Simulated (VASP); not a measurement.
# CsCl (Pm-3m) in VASP: further runs, part 2 of 3

VASP 6.6.1.

### Step 3. Single point, PBEsol

This run uses another cell than the first one, of 30.88 Å³/atom.

File INCAR:

```
PREC     = Accurate       # precision mode
ENCUT    = 500            # plane-wave cutoff, eV
EDIFF    = 1E-6           # SCF threshold, eV
ISMEAR   = 0              # smearing method
SIGMA    = 0.01           # smearing width, eV
LREAL    = False          # projectors in reciprocal space
LASPH    = True           # aspherical terms in the spheres
NELM     = 120            # most SCF steps
ALGO     = Normal         # electronic algorithm
ISIF     = 2              # what is computed and relaxed
LWAVE    = False          # write WAVECAR
LCHARG   = False          # write CHGCAR
GGA      = PS             # functional
NBANDS   = 15             # bands
GGA_COMPAT= False
```

File KPOINTS:

```
Automatic mesh
0
Gamma
  6 6 6
```

File POSCAR:

```
CsCl
1.0
    3.9529296348      0.0000000000      0.0000000000
    0.0000000000      3.9529296348      0.0000000000
    0.0000000000      0.0000000000      3.9529296348
Cs Cl
1 1
Direct
    0.0000000000      0.0000000000      0.0000000000
    0.5000000000      0.5000000000      0.5000000000
```

Potentials or basis: VASP PAW PBE potentials, release 64 (Cs_sv, Cl).

Command:

```bash
$ cat potpaw_PBE.64/Cs_sv/POTCAR potpaw_PBE.64/Cl/POTCAR > POTCAR
$ mpirun -np 1 vasp_std > vasp.out
```

OUTCAR:

```text
PREC = Accurate
   ENCUT = 500
   EDIFF = 1E-6
   ISMEAR = 0
   LREAL = False
   LASPH = True
   NELM = 120
   ISIF = 2
   GGA = PS

 ion  position               nearest neighbor table
   1  0.000  0.000  0.000-
   2  0.500  0.500  0.500-

  LATTYP: Found a simple cubic cell.
 ALAT       =     3.9529296348

  Lattice vectors:

 A1 = (   3.9529296348,   0.0000000000,   0.0000000000)
 A2 = (   0.0000000000,   3.9529296348,   0.0000000000)
 A3 = (   0.0000000000,   0.0000000000,   3.9529296348)

Analysis of symmetry for initial positions (statically):
=====================================================================
 Subroutine PRICEL returns:
 Original cell was already a primitive cell.

 Routine SETGRP: Setting up the symmetry group for a
 simple cubic supercell.

 Subroutine GETGRP returns: Found 48 space group operations
 (whereof 48 operations were pure point group operations)
 out of a pool of 48 trial point group operations.

The static configuration has the point symmetry O_h .

Analysis of symmetry for dynamics (positions and initial velocities):
=====================================================================
 Subroutine PRICEL returns:
 Original cell was already a primitive cell.

 Routine SETGRP: Setting up the symmetry group for a
 simple cubic supercell.

 Subroutine GETGRP returns: Found 48 space group operations
 (whereof 48 operations were pure point group operations)
 out of a pool of 48 trial point group operations.

The dynamic configuration has the point symmetry O_h .

 Subroutine INISYM returns: Found 48 space group operations
 (whereof 48 operations are pure point group operations),
 and found     1 'primitive' translations

----------------------------------------------------------------------------------------

                                     Primitive cell

  volume of cell :      61.7671

  direct lattice vectors                    reciprocal lattice vectors
     3.952929635  0.000000000  0.000000000     0.252976929  0.000000000  0.000000000
     0.000000000  3.952929635  0.000000000     0.000000000  0.252976929  0.000000000
     0.000000000  0.000000000  3.952929635     0.000000000  0.000000000  0.252976929

  length of vectors
     3.952929635  3.952929635  3.952929635     0.252976929  0.252976929  0.252976929

  position of ions in fractional coordinates (direct lattice)
     0.000000000  0.000000000  0.000000000
     0.500000000  0.500000000  0.500000000

  ion indices of the primitive-cell ions
   primitive index   ion index
                 1           1
                 2           2

----------------------------------------------------------------------------------------

 KPOINTS: Automatic mesh

Automatic generation of k-mesh.
 Grid dimensions read from file:
 generate k-points for:    6    6    6

 Generating k-lattice:

  Cartesian coordinates                     Fractional coordinates (reciprocal lattice)
     0.042162822  0.000000000  0.000000000     0.166666667  0.000000000  0.000000000
     0.000000000  0.042162822  0.000000000     0.000000000  0.166666667  0.000000000
     0.000000000  0.000000000  0.042162822     0.000000000  0.000000000  0.166666667

  Length of vectors
     0.042162822  0.042162822  0.042162822

  Shift w.r.t. Gamma in fractional coordinates (k-lattice)
     0.000000000  0.000000000  0.000000000

 Subroutine IBZKPT returns following result:
 ===========================================

 Found     20 irreducible k-points:

 Following reciprocal coordinates:
            Coordinates               Weight
  0.000000  0.000000  0.000000      1.000000
  0.166667  0.000000  0.000000      6.000000
  0.333333  0.000000  0.000000      6.000000
  0.500000  0.000000  0.000000      3.000000
  0.166667  0.166667  0.000000     12.000000
  0.333333  0.166667  0.000000     24.000000
[... 12 lines left out ...]
  0.500000  0.500000  0.333333      6.000000
  0.500000  0.500000  0.500000      1.000000
   k-points           NKPTS =     20   k-points in BZ     NKDIM =     20   number of bands    NBANDS=     15
   number of dos      NEDOS =    301   number of ions     NIONS =      2
   total plane-waves  NPLWV =  27000
   dimension x,y,z NGX =    30 NGY =   30 NGZ =   30
   dimension x,y,z NGXF=    60 NGYF=   60 NGZF=   60
   ions per type =               1   1
   NGX,Y,Z   is equivalent  to a cutoff of  12.62, 12.62, 12.62 a.u.
   NGXF,Y,Z  is equivalent  to a cutoff of  25.23, 25.23, 25.23 a.u.
 SYSTEM =  unknown system
   PREC   = accura    normal or accurate (medium, high low for compatibility)
   ISTART =      0    job   : 0-new  1-cont  2-samecut
   ICHARG =      2    charge: 1-file 2-atom 10-const
   ISPIN  =      1    spin polarized calculation?
   LNONCOLLINEAR =      F non collinear calculations
   LSORBIT =      F    spin-orbit coupling
   LASPH  =      T    aspherical Exc in radial PAW
   ENCUT  =  500.0 eV  36.75 Ry    6.06 a.u.   7.21  7.21  7.21*2*pi/ulx,y,z
   NELM   =    120;   NELMIN=  2; NELMDL= -5     # of ELM steps
   EDIFF  = 0.1E-05   stopping-criterion for ELM
   LREAL  =      F    real-space projection
   EDIFFG = 0.1E-04   stopping-criterion for IOM
   NSW    =      0    number of steps for IOM
   IBRION =     -1    ionic relax: 0-MD 1-quasi-New 2-CG
   NFREE  =      0    steps in history (QN), initial steepest desc. (CG)
   ISIF   =      2    stress and relaxation
   ISYM   =      2    0-nonsym 1-usesym 2-fastsym
   POTIM  = 0.5000    time-step for ionic-motion
   TEBEG  =    0.0;   TEEND  =   0.0 temperature during run
   PSTRESS=    0.0 pullay stress
   NELECT =      16.0000    total number of electrons
   NUPDOWN=      -1.0000    fix difference up-down
   EMIN   =  10.00;   EMAX   =-10.00  energy-range for DOS
   EFERMI =   0.00;   METHOD = LEGACY
   ISMEAR =     0;   SIGMA  =   0.01  broadening in eV -4-tet -1-fermi 0-gaus
   EFERMI_NEDOS =   21; number of points for ismear=-14 and -15
   IALGO  =     38    algorithm
   IMIX   =      4    mixing-type and parameters
     AMIX     =   0.40;   BMIX     =  1.00
     AMIX_MAG =   1.60;   BMIX_MAG =  1.00
  volume/ion in A,a.u.               =      30.88       208.41
  Fermi-wavevector in a.u.,A,eV,Ry     =   1.043588  1.972095 14.817777  1.089076
  Thomas-Fermi vector in A             =   2.178304
   LORBIT       =      0    0 simple, 1 ext, 2 COOP (PROOUT), +10 PAW based schemes
   GGA     = PS    functional components
   LHFCALC =     F    Hartree Fock is set to
   AEXX    =    0.0000 exact exchange contribution
   IVDW    =     0    specifies the selected vdW correction
   LEPSILON=     F    determine dielectric tensor
   LRPA    =     F    only Hartree local field effects (RPA)
 non-spin polarized calculation
 Gauss-broadening in eV      SIGMA  =   0.01
  energy-cutoff  :      500.00
  volume of cell :       61.77
 maximum number of plane-waves:      1596
 NGX is ok and might be reduce to    30
   NGX = 15   NGY = 15   NGZ = 15

 number of electron      15.9999991 magnetization

 Free energy of the ion-electron system (eV)
  ---------------------------------------------------
  ext. energy  EPLUGINS =         0.00000000
  ---------------------------------------------------
  free energy    TOTEN  =        -6.80934641 eV

  energy without entropy =       -6.80934641  energy(sigma->0) =       -6.80934641

 E-fermi :   0.3731     XC(G=0):  -9.0793

 val. band max:        0.3299378414   @ k =   0.0000   0.0000   0.0000
 cond. band min:       5.3988700781   @ k =   0.0000   0.0000   0.0000
 fundamental gap:      5.0689322367
 Fermi energy:         0.3730924189

 k-point     1 :       0.0000    0.0000    0.0000
  band No.  band energies     occupation
      1     -18.9421      2.00000
      2     -12.0289      2.00000
      3      -5.3104      2.00000
      4      -5.3104      2.00000
      5      -5.3104      2.00000
      6       0.3299      2.00000
      7       0.3299      2.00000
      8       0.3299      2.00000
      9       5.3989      0.00000
     10       5.3989      0.00000
     11       5.9840      0.00000
     12      10.7460      0.00000
     13      10.7460      0.00000
     14      10.7460      0.00000
[... 329 lines left out ...]
      2     -11.8145      2.00000
      3      -6.0257      2.00000
      4      -6.0257      2.00000
      5      -6.0257      2.00000
      6      -1.1845      2.00000
      7      -1.1845      2.00000
      8      -1.1845      2.00000
      9       9.3070      0.00000
     10       9.3070      0.00000
     11       9.3070      0.00000
     12      11.4455      0.00000
     13      11.4455      0.00000
     14      11.4455      0.00000
     15      13.7980      0.00000

------------------------ aborting loop because EDIFF is reached ----------------------------------------

  FORCE on cell =-STRESS in cart. coord.  units (eV):
  Direction    XX          YY          ZZ          XY          YZ          ZX
  --------------------------------------------------------------------------------------
  -------------------------------------------------------------------------------------
  Total        0.8066726      0.8066726      0.8066726     -0.0000000      0.0000000      0.0000000
  in kB       20.9242844     20.9242844     20.9242844     -0.0000000      0.0000000      0.0000000
  external PRESSURE =      20.9242844 kB  Pullay stress =       0.0000000 kB

 VOLUME and BASIS-vectors are now :
 -----------------------------------------------------------------------------
  energy-cutoff  :      500.00
  volume of cell :       61.77
      direct lattice vectors                 reciprocal lattice vectors
     3.952929635  0.000000000  0.000000000     0.252976929  0.000000000  0.000000000
     0.000000000  3.952929635  0.000000000     0.000000000  0.252976929  0.000000000
     0.000000000  0.000000000  3.952929635     0.000000000  0.000000000  0.252976929

 POSITION                                       TOTAL-FORCE (eV/Angst)
 -----------------------------------------------------------------------------------
      0.00000      0.00000      0.00000         0.000000      0.000000      0.000000
      1.97646      1.97646      1.97646         0.000000      0.000000      0.000000
 -----------------------------------------------------------------------------------
    total drift:                                0.000000      0.000000     -0.000000

  FREE ENERGIE OF THE ION-ELECTRON SYSTEM (eV)
  ---------------------------------------------------
  free  energy   TOTEN  =        -6.8093464129 eV

  energy  without entropy=       -6.8093464129  energy(sigma->0) =       -6.80934641
```

Wall time 7.1 s (1 thread of AMD EPYC 9R45 (Zen 5), shared host); peak memory 0.14 GiB.

Results:

- Free energy: -6.8093 eV
- Pressure: 2.1 GPa
- Band gap on the k mesh: 5.07 eV

Levels at points of the mesh, in eV from the valence-band top:
| k point | band 4 | band 5 | band 6 | band 7 | band 8 | band 9 | band 10 | band 11 | band 12 | band 13 |
| --- | --- | --- | --- | --- | --- | --- | --- | --- | --- | --- |
| (0.00, 0.00, 0.00) | -5.64 | -5.64 | 0.00 | 0.00 | 0.00 | 5.07 | 5.07 | 5.65 | 10.42 | 10.42 |
| (0.50, 0.00, 0.00) | -5.40 | -5.40 | -1.51 | -0.40 | -0.40 | 6.30 | 8.11 | 9.02 | 9.55 | 9.97 |
| (0.50, 0.50, 0.00) | -6.75 | -5.27 | -0.46 | -0.46 | -0.16 | 5.88 | 5.95 | 7.99 | 7.99 | 12.91 |
| (0.50, 0.50, 0.50) | -6.36 | -6.36 | -1.51 | -1.51 | -1.51 | 8.98 | 8.98 | 8.98 | 11.12 | 11.12 |

Caveat: the PAW data sets were made with another functional, which shifts forces and pressure a little; spin-orbit coupling is left out, which moves the levels of the heavy elements.

### Step 4. Single point, PBEsol

This run uses another cell than the first one, of 32.03 Å³/atom.

File INCAR:

```
ALGO = Normal
EDIFF = 1E-6
ENCUT = 500
GGA = PS
GGA_COMPAT = F
ISIF = 2
ISMEAR = 0
LASPH = T
LCHARG = T
LELF = T
LREAL = F
LVHAR = T
LWAVE = F
NBANDS = 15
NELM = 120
PREC = Accurate
SIGMA = 0.01
```

File KPOINTS:

```
k-points
0
Gamma
  6 6 6
```

File POSCAR:

```
CsCl
1.0
    4.0013778031      0.0000000000      0.0000000000
    0.0000000000      4.0013778031      0.0000000000
    0.0000000000      0.0000000000      4.0013778031
Cs Cl
1 1
Direct
    0.0000000000      0.0000000000      0.0000000000
    0.5000000000      0.5000000000      0.5000000000
```

Potentials or basis: VASP PAW PBE potentials, release 64 (Cs_sv, Cl).

Command:

```bash
$ cat potpaw_PBE.64/Cs_sv/POTCAR potpaw_PBE.64/Cl/POTCAR > POTCAR
$ mpirun -np 1 vasp_std > vasp.out
```

OUTCAR:

```text
EDIFF = 1E-6
   ENCUT = 500
   GGA = PS
   ISIF = 2
   ISMEAR = 0
   LASPH = T
   LREAL = F
   NELM = 120
   PREC = Accurate

 ion  position               nearest neighbor table
   1  0.000  0.000  0.000-
   2  0.500  0.500  0.500-

  LATTYP: Found a simple cubic cell.
 ALAT       =     4.0013778031

  Lattice vectors:

 A1 = (   4.0013778031,   0.0000000000,   0.0000000000)
 A2 = (   0.0000000000,   4.0013778031,   0.0000000000)
[... 538 lines left out ...]

------------------------ aborting loop because EDIFF is reached ----------------------------------------

  FORCE on cell =-STRESS in cart. coord.  units (eV):
  Direction    XX          YY          ZZ          XY          YZ          ZX
  --------------------------------------------------------------------------------------
  -------------------------------------------------------------------------------------
  Total        0.4468131      0.4468131      0.4468131      0.0000000     -0.0000000      0.0000000
  in kB       11.1739782     11.1739782     11.1739782      0.0000000     -0.0000000      0.0000000
  external PRESSURE =      11.1739782 kB  Pullay stress =       0.0000000 kB

 VOLUME and BASIS-vectors are now :
 -----------------------------------------------------------------------------
  energy-cutoff  :      500.00
  volume of cell :       64.07
      direct lattice vectors                 reciprocal lattice vectors
     4.001377803  0.000000000  0.000000000     0.249913917  0.000000000  0.000000000
     0.000000000  4.001377803  0.000000000     0.000000000  0.249913917  0.000000000
     0.000000000  0.000000000  4.001377803     0.000000000  0.000000000  0.249913917

 POSITION                                       TOTAL-FORCE (eV/Angst)
 -----------------------------------------------------------------------------------
      0.00000      0.00000      0.00000         0.000000      0.000000      0.000000
      2.00069      2.00069      2.00069         0.000000      0.000000      0.000000
 -----------------------------------------------------------------------------------
    total drift:                                0.000000      0.000000     -0.000000

  FREE ENERGIE OF THE ION-ELECTRON SYSTEM (eV)
  ---------------------------------------------------
  free  energy   TOTEN  =        -6.8328025330 eV

  energy  without entropy=       -6.8328025330  energy(sigma->0) =       -6.83280253
```

OSZICAR:

```text
N       E                     dE             d eps       ncg     rms          rms(c)
DAV:   1     0.844563588488E+02    0.84456E+02   -0.65833E+03   600   0.892E+02
DAV:   2    -0.121748561271E+01   -0.85674E+02   -0.78788E+02   860   0.160E+02
DAV:   3    -0.712215233296E+01   -0.59047E+01   -0.58844E+01   817   0.455E+01
DAV:   4    -0.717081189239E+01   -0.48660E-01   -0.48655E-01   705   0.499E+00
DAV:   5    -0.717134881190E+01   -0.53692E-03   -0.53692E-03   831   0.544E-01    0.221E+00
DAV:   6    -0.687191775627E+01    0.29943E+00   -0.31408E-01   740   0.349E+00    0.147E+00
DAV:   7    -0.683426093432E+01    0.37657E-01   -0.11914E-01   761   0.194E+00    0.930E-01
DAV:   8    -0.683302722717E+01    0.12337E-02   -0.14520E-02   719   0.726E-01    0.146E-01
DAV:   9    -0.683270511159E+01    0.32212E-03   -0.15298E-03   733   0.232E-01    0.833E-02
DAV:  10    -0.683279618200E+01   -0.91070E-04   -0.20705E-04   677   0.979E-02    0.150E-02
DAV:  11    -0.683280361709E+01   -0.74351E-05   -0.22068E-05   761   0.306E-02    0.112E-02
DAV:  12    -0.683280247849E+01    0.11386E-05   -0.52201E-06   761   0.142E-02    0.175E-03
DAV:  13    -0.683280253300E+01   -0.54508E-07   -0.25840E-07   384   0.320E-03
   1 F= -.68328025E+01 E0= -.68328025E+01  d E =-.990778E-61
```

Wall time 7.7 s (1 thread of AMD EPYC 9R45 (Zen 5), shared host); peak memory 0.14 GiB.

What came out:

| Item | Value |
| --- | --- |
| Free energy | -6.8328 eV |
| Pressure | 1.1 GPa |
| Band gap on the k mesh | 5.14 eV |

Caveat: the PAW data sets were made with another functional, which shifts forces and pressure a little; spin-orbit coupling is left out, which moves the levels of the heavy elements.

[end of part 2 of 3]
